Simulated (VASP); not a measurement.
# Os (P6/mmm) in VASP: further runs

Os is run at these levels: BLYP; tasks: single point.

All numbers are computed with VASP 6.6.1; they aren't measurements. Logs are shortened: lines on timing, memory, paths and dates and some standing lists are left out, and cuts for length are marked.

### 1 The cell of the first run

Symmetry: P6/mmm, No. 191, hexagonal system. Conventional cell: a = 4.262 Å, b = 4.262 Å, c = 2.692 Å, α = 90.00°, β = 90.00°, γ = 120.00°. Os (site symmetry 6/mmm) has 14 Os at 2.69 to 2.80 Å within 3.5 Å. Within 3.2 Å of Os (site symmetry -6m2) lie 11 Os at 2.46 to 2.80 Å.

This isn't the form of Os at room conditions, which is hcp.

### 2 Single point, BLYP (14.12 Å³/atom)

Input file INCAR:

```
AGGAC = 1.0
AGGAX = 1.0
ALDAC = 0.0
ALDAX = 1.0
ALGO = Normal
EDIFF = 1E-6
ENCUT = 560
GGA = B5
GGA_COMPAT = F
ISIF = 2
ISMEAR = -1
LASPH = T
LCHARG = T
LELF = T
LREAL = F
LVHAR = T
LWAVE = F
NBANDS = 31
NELM = 120
PREC = Accurate
SIGMA = 0.1
```

Input file KPOINTS:

```
k-points
0
Gamma
  9 9 13
```

Input file POSCAR:

```
Os
1.0
    4.2624600322      0.0000000000      0.0000000000
   -2.1312300161      3.6913986705      0.0000000000
    0.0000000000      0.0000000000      2.6920281450
Os
3
Direct
    1.0000000000      1.0000000000      0.0000000000
    0.3333333333      0.6666666667      0.5000000000
    0.6666666667      0.3333333333      0.5000000000
```

Potentials or basis: VASP PAW PBE potentials, release 64 (Os_sv_GW).

The run is started by

```sh
$ cat potpaw_PBE.64/Os_sv_GW/POTCAR > POTCAR
$ mpirun -np 1 vasp_std > vasp.out
```

OUTCAR:

```text
EDIFF = 1E-6
   ENCUT = 560
   GGA = B5
   ISIF = 2
   ISMEAR = -1
   LASPH = T
   LREAL = F
   NELM = 120
   PREC = Accurate

 ion  position               nearest neighbor table
   1  0.000  0.000  0.000-   2 2.80   3 2.80   2 2.80   3 2.80   2 2.80   2 2.80   3 2.80   3 2.80
                             3 2.80   3 2.80   2 2.80   2 2.80
   2  0.333  0.667  0.500-   3 2.46   3 2.46   3 2.46   1 2.80   1 2.80   1 2.80   1 2.80   1 2.80
                             1 2.80
   3  0.667  0.333  0.500-   2 2.46   2 2.46   2 2.46   1 2.80   1 2.80   1 2.80   1 2.80   1 2.80
                             1 2.80

  LATTYP: Found a hexagonal cell.
 ALAT       =     4.2624600322
 C/A-ratio  =     0.6315667771

  Lattice vectors:

 A1 = (   4.2624600322,   0.0000000000,   0.0000000000)
 A2 = (  -2.1312300161,   3.6913986705,   0.0000000000)
 A3 = (   0.0000000000,   0.0000000000,   2.6920281450)

Analysis of symmetry for initial positions (statically):
=====================================================================
 Subroutine PRICEL returns:
 Original cell was already a primitive cell.

 Routine SETGRP: Setting up the symmetry group for a
 hexagonal supercell.

 Subroutine GETGRP returns: Found 24 space group operations
 (whereof 24 operations were pure point group operations)
 out of a pool of 24 trial point group operations.

The static configuration has the point symmetry D_6h.

Analysis of symmetry for dynamics (positions and initial velocities):
=====================================================================
 Subroutine PRICEL returns:
 Original cell was already a primitive cell.

 Routine SETGRP: Setting up the symmetry group for a
 hexagonal supercell.

 Subroutine GETGRP returns: Found 24 space group operations
 (whereof 24 operations were pure point group operations)
 out of a pool of 24 trial point group operations.

The dynamic configuration has the point symmetry D_6h.

 Subroutine INISYM returns: Found 24 space group operations
 (whereof 24 operations are pure point group operations),
 and found     1 'primitive' translations

----------------------------------------------------------------------------------------

                                     Primitive cell

  volume of cell :      42.3576

[... 86 lines left out ...]
   LSORBIT =      F    spin-orbit coupling
   LASPH  =      T    aspherical Exc in radial PAW
   ENCUT  =  560.0 eV  41.16 Ry    6.42 a.u.   8.22  8.22  5.19*2*pi/ulx,y,z
   NELM   =    120;   NELMIN=  2; NELMDL= -5     # of ELM steps
   EDIFF  = 0.1E-05   stopping-criterion for ELM
   LREAL  =      F    real-space projection
   EDIFFG = 0.1E-04   stopping-criterion for IOM
   NSW    =      0    number of steps for IOM
   IBRION =     -1    ionic relax: 0-MD 1-quasi-New 2-CG
   NFREE  =      0    steps in history (QN), initial steepest desc. (CG)
   ISIF   =      2    stress and relaxation
   ISYM   =      2    0-nonsym 1-usesym 2-fastsym
   POTIM  = 0.5000    time-step for ionic-motion
   TEBEG  =    0.0;   TEEND  =   0.0 temperature during run
   PSTRESS=    0.0 pullay stress
   NELECT =      48.0000    total number of electrons
   NUPDOWN=      -1.0000    fix difference up-down
   EMIN   =  10.00;   EMAX   =-10.00  energy-range for DOS
   EFERMI =   0.00;   METHOD = LEGACY
   ISMEAR =    -1;   SIGMA  =   0.10  broadening in eV -4-tet -1-fermi 0-gaus
   EFERMI_NEDOS =   21; number of points for ismear=-14 and -15
   IALGO  =     38    algorithm
   IMIX   =      4    mixing-type and parameters
     AMIX     =   0.40;   BMIX     =  1.00
     AMIX_MAG =   1.60;   BMIX_MAG =  1.00
  volume/ion in A,a.u.               =      14.12        95.28
  Fermi-wavevector in a.u.,A,eV,Ry     =   1.706783  3.225352 39.635240  2.913108
  Thomas-Fermi vector in A             =   2.785756
   LORBIT       =      0    0 simple, 1 ext, 2 COOP (PROOUT), +10 PAW based schemes
   GGA     = B5    functional components
   LHFCALC =     F    Hartree Fock is set to
   AEXX    =    0.0000 exact exchange contribution
   IVDW    =     0    specifies the selected vdW correction
   LEPSILON=     F    determine dielectric tensor
   LRPA    =     F    only Hartree local field effects (RPA)
 non-spin polarized calculation
  energy-cutoff  :      560.00
  volume of cell :       42.36
 maximum number of plane-waves:      1294
 NGX is ok and might be reduce to    36
   NGX = 17   NGY = 17   NGZ = 11

 number of electron      47.9999997 magnetization

 Free energy of the ion-electron system (eV)
  ---------------------------------------------------
  ext. energy  EPLUGINS =         0.00000000
  ---------------------------------------------------
  free energy    TOTEN  =       -31.13051626 eV

  energy without entropy =      -31.05765459  energy(sigma->0) =      -31.09408542

 E-fermi :  14.4072     XC(G=0): -13.8307

 val. band max:       14.3999844971   @ k =   0.2222   0.2222   0.3846
 cond. band min:      14.4162513647   @ k =   0.3333   0.2222   0.1538
 fundamental gap:      0.0162668675
 Fermi energy:        14.4072204149

 k-point     1 :       0.0000    0.0000    0.0000
  band No.  band energies     occupation
      1     -71.9506      2.00000
      2     -71.8427      2.00000
      3     -71.7561      2.00000
      4     -32.0622      2.00000
      5     -32.0622      2.00000
      6     -31.6940      2.00000
[... 805 lines left out ...]
     30      16.7423      0.00000
     31      27.0301      0.00000

 [... further k-points ...]

------------------------ aborting loop because EDIFF is reached ----------------------------------------

  FORCE on cell =-STRESS in cart. coord.  units (eV):
  Direction    XX          YY          ZZ          XY          YZ          ZX
  --------------------------------------------------------------------------------------
  -------------------------------------------------------------------------------------
  Total        9.2477128      9.2477128      7.8848384      0.0000000      0.0000000      0.0000000
  in kB      349.7953646    349.7953646    298.2445473      0.0000000      0.0000000      0.0000000
  external PRESSURE =     332.6117588 kB  Pullay stress =       0.0000000 kB

 VOLUME and BASIS-vectors are now :
 -----------------------------------------------------------------------------
  energy-cutoff  :      560.00
  volume of cell :       42.36
      direct lattice vectors                 reciprocal lattice vectors
     4.262460032  0.000000000  0.000000000     0.234606305  0.135450014  0.000000000
    -2.131230016  3.691398670  0.000000000     0.000000000  0.270900027  0.000000000
     0.000000000  0.000000000  2.692028145     0.000000000  0.000000000  0.371467142

 POSITION                                       TOTAL-FORCE (eV/Angst)
 -----------------------------------------------------------------------------------
      0.00000      0.00000      0.00000        -0.000000      0.000000      0.000000
     -0.00000      2.46093      1.34601         0.000000     -0.000000      0.000000
      2.13123      1.23047      1.34601        -0.000000      0.000000     -0.000000
 -----------------------------------------------------------------------------------
    total drift:                                0.000000     -0.000000     -0.000000

  FREE ENERGIE OF THE ION-ELECTRON SYSTEM (eV)
  ---------------------------------------------------
  free  energy   TOTEN  =       -31.1305162632 eV

  energy  without entropy=      -31.0576545852  energy(sigma->0) =      -31.09408542
```

OSZICAR:

```text
N       E                     dE             d eps       ncg     rms          rms(c)
DAV:   1     0.509654979721E+03    0.50965E+03   -0.35023E+04  5424   0.175E+03
DAV:   2    -0.157281941038E+02   -0.52538E+03   -0.50306E+03  6307   0.525E+02
DAV:   3    -0.340344548840E+02   -0.18306E+02   -0.17832E+02  6215   0.912E+01
DAV:   4    -0.341826489370E+02   -0.14819E+00   -0.14804E+00  5811   0.820E+00
DAV:   5    -0.341843339232E+02   -0.16850E-02   -0.16846E-02  6293   0.647E-01    0.161E+02
DAV:   6    -0.315037205618E+02    0.26806E+01   -0.55155E+00  5544   0.150E+01    0.861E+01
DAV:   7    -0.320200389408E+02   -0.51632E+00   -0.46018E+00  5904   0.160E+01    0.175E+01
DAV:   8    -0.313049218878E+02    0.71512E+00   -0.35964E+00  5810   0.108E+01    0.936E+00
DAV:   9    -0.311288298919E+02    0.17609E+00   -0.45727E-01  5517   0.511E+00    0.111E+00
DAV:  10    -0.311308494265E+02   -0.20195E-02   -0.28775E-02  5957   0.102E+00    0.445E-01
DAV:  11    -0.311306002350E+02    0.24919E-03   -0.59924E-04  6000   0.193E-01    0.374E-01
DAV:  12    -0.311305185900E+02    0.81645E-04   -0.34327E-04  5790   0.152E-01    0.118E-01
DAV:  13    -0.311305162622E+02    0.23277E-05   -0.11968E-05  5994   0.253E-02    0.387E-02
DAV:  14    -0.311305162632E+02   -0.98589E-09   -0.69785E-07  3297   0.637E-03
   1 F= -.31130516E+02 E0= -.31094085E+02  d E =-.728617E-01
```

Wall time 84 s (1 thread of Intel Xeon Platinum 8488C (Sapphire Rapids), shared host); peak memory 0.25 GiB.

Results:

* Free energy: -31.1305 eV
* Pressure: 33.3 GPa
* Band gap on the k mesh: zero (bands 24 and 25 overlap by 2.86 eV)

Caveat: the stress differs along the axes, from 30 to 35 GPa; the PAW data sets were made with another functional, which shifts forces and pressure a little; spin-orbit coupling is left out, which moves the levels of the heavy elements.

### 3 Single point, BLYP (15.96 Å³/atom)

This run uses another cell than the first one, of 15.96 Å³/atom.

Input file INCAR:

```
AGGAC = 1.0 ; AGGAX = 1.0
ALDAC = 0.0 ; ALDAX = 1.0
ALGO = Normal ; EDIFF = 1E-6
ENCUT = 560 ; GGA = B5
GGA_COMPAT = F ; ISIF = 2
ISMEAR = -1 ; LASPH = T
LCHARG = F ; LREAL = F
LWAVE = F ; NBANDS = 31
NELM = 120 ; PREC = Accurate
SIGMA = 0.1
```

KPOINTS is that of step 2.

Input file POSCAR:

```
Os
1.0
    4.4402643220      0.0000000000      0.0000000000
   -2.2201321610      3.8453817023      0.0000000000
    0.0000000000      0.0000000000      2.8043234272
Os
3
Direct
    1.0000000000      1.0000000000      0.0000000000
    0.3333333333      0.6666666667      0.5000000000
    0.6666666667      0.3333333333      0.5000000000
```

Potentials or basis: VASP PAW PBE potentials, release 64 (Os_sv_GW).

The run is started by

```sh
$ cat potpaw_PBE.64/Os_sv_GW/POTCAR > POTCAR
$ mpirun -np 1 vasp_std > vasp.out
```

It took 79 s on 1 thread of Intel Xeon 6975P-C (Granite Rapids), shared host; peak memory 0.26 GiB.

Results (log left out):

```yaml
Free_energy: -31.4655 eV
Pressure: -11.5 GPa
Band_gap_on_the_k_mesh: zero (bands 24 and 25 overlap by 2.37 eV)
```

Stress tensor (GPa, compression positive):
```
-12.16   0.00   0.00
  0.00 -12.16   0.00
  0.00   0.00 -10.29
```

Levels at points of the mesh, in eV from the Fermi level:
| k point | band 22 | band 23 | band 24 | band 25 | band 26 | band 27 |
| --- | --- | --- | --- | --- | --- | --- |
| (0.00, 0.00, 0.00) | -2.10 | -1.41 | -1.41 | -1.34 | -1.34 | 1.97 |

Caveat: the cell stands under tension; the PAW data sets were made with another functional, which shifts forces and pressure a little; spin-orbit coupling is left out, which moves the levels of the heavy elements.

### 4 Single point, BLYP (16.57 Å³/atom)

This run uses another cell than the first one, of 16.57 Å³/atom.

Input file INCAR:

```
PREC = Accurate
ENCUT = 560
EDIFF = 1E-6
ISMEAR = -1
SIGMA = 0.1
LREAL = False
LASPH = True
NELM = 120
ALGO = Normal
ISIF = 2
LWAVE = False
LCHARG = False
GGA = B5
ALDAX = 1.0
AGGAX = 1.0
AGGAC = 1.0
ALDAC = 0.0
NBANDS = 31
GGA_COMPAT = False
```

Input file KPOINTS:

```
Automatic mesh
0
Gamma
  9 9 13
```

Input file POSCAR:

```
Os
1.0
    4.4964761668      0.0000000000      0.0000000000
   -2.2482380834      3.8940625880      0.0000000000
    0.0000000000      0.0000000000      2.8398249609
Os
3
Direct
    1.0000000000      1.0000000000      0.0000000000
    0.3333333333      0.6666666667      0.5000000000
    0.6666666667      0.3333333333      0.5000000000
```

The run is started by

```sh
$ cat potpaw_PBE.64/Os_sv_GW/POTCAR > POTCAR
$ mpirun -np 1 vasp_std > vasp.out
```

Run time: 4.3 min. Hardware: 1 thread of AMD EPYC 7R43 (Zen 3), shared host; peak memory 0.21 GiB.

It converged, with:

```
Free energy            : -31.2940 eV
Pressure               : -20.6 GPa
Band gap on the k mesh : zero (bands 24 and 25 overlap by 2.24 eV)
```

Stress tensor (GPa, compression positive):
```
-21.76   0.00   0.00
  0.00 -21.76   0.00
  0.00   0.00 -18.39
```

Levels at points of the mesh, in eV from the Fermi level:
| k point | band 20 | band 21 | band 22 | band 23 | band 24 | band 25 | band 26 | band 27 | band 28 | band 29 |
| --- | --- | --- | --- | --- | --- | --- | --- | --- | --- | --- |
| (0.00, 0.00, 0.00) | -2.71 | -1.98 | -1.98 | -1.33 | -1.33 | -1.26 | -1.26 | 1.84 | 1.84 | 5.93 |

Caveat: the cell stands under tension; the PAW data sets were made with another functional, which shifts forces and pressure a little; spin-orbit coupling is left out, which moves the levels of the heavy elements.

### 5 Single point, BLYP (15.35 Å³/atom)

This run uses another cell than the first one, of 15.35 Å³/atom.

Input file INCAR:

```
AGGAC = 1.0
AGGAX = 1.0
ALDAC = 0.0
ALDAX = 1.0
ALGO = Normal
EDIFF = 1E-6
ENCUT = 560
GGA = B5
GGA_COMPAT = F
ISIF = 2
ISMEAR = -1
LASPH = T
LCHARG = F
LREAL = F
LWAVE = F
NBANDS = 31
NELM = 120
PREC = Accurate
SIGMA = 0.1
```

Input file KPOINTS:

```
k-points
0
Gamma
  9 9 13
```

Input file POSCAR:

```
Os
1.0
    4.3825920237      0.0000000000      0.0000000000
   -2.1912960119      3.7954360270      0.0000000000
    0.0000000000      0.0000000000      2.7678995197
Os
3
Direct
    1.0000000000      1.0000000000      0.0000000000
    0.3333333333      0.6666666667      0.5000000000
    0.6666666667      0.3333333333      0.5000000000
```

The run is started by

```sh
$ cat potpaw_PBE.64/Os_sv_GW/POTCAR > POTCAR
$ mpirun -np 1 vasp_std > vasp.out
```

Wall time 2 min (1 thread of Intel Xeon Platinum 8259CL at 2.50GHz (Skylake/Cascade Lake), shared host); peak memory 0.25 GiB.

Results (log left out):

```
Free energy            : -31.5179 eV
Pressure               : 0.0 GPa
Band gap on the k mesh : zero (bands 24 and 25 overlap by 2.52 eV)
```

Levels at points of the mesh, in eV from the Fermi level:
```tsv
k point	band 21	band 22	band 23	band 24	band 25	band 26	band 27	band 28
(0.00, 0.00, 0.00)	-2.22	-2.22	-1.50	-1.50	-1.43	-1.43	2.11	2.11
```

Caveat: the PAW data sets were made with another functional, which shifts forces and pressure a little; spin-orbit coupling is left out, which moves the levels of the heavy elements.

### 6 Overview

| cell | gap on the mesh (eV) | pressure (GPa) |
| --- | --- | --- |
| a = 4.262, b = 4.262, c = 2.692 Å, angles 90.0, 90.0, 120.0°, 3 atoms | none | 33.3 |
| a = 4.440, b = 4.440, c = 2.804 Å, angles 90.0, 90.0, 120.0°, 3 atoms | none | -11.5 |
| a = 4.496, b = 4.496, c = 2.840 Å, angles 90.0, 90.0, 120.0°, 3 atoms | none | -20.6 |
| a = 4.383, b = 4.383, c = 2.768 Å, angles 90.0, 90.0, 120.0°, 3 atoms | none | 0.0 |

Alike in all rows: task single point; level BLYP; potentials or basis VASP PAW PBE potentials, release 64 (Os_sv_GW); no spin polarisation; k mesh 9 × 9 × 13; cutoff (eV) 560; smearing fermi-dirac 0.1 eV.

Caveats: the PAW data sets were made with another functional, which shifts forces and pressure a little; spin-orbit coupling is left out, which moves the levels of the heavy elements; the cell stands under tension (at least some runs); the stress differs along the axes, from 30 to 35 GPa (at least some runs).

Absolute energies hang on the potentials; compare differences alone.
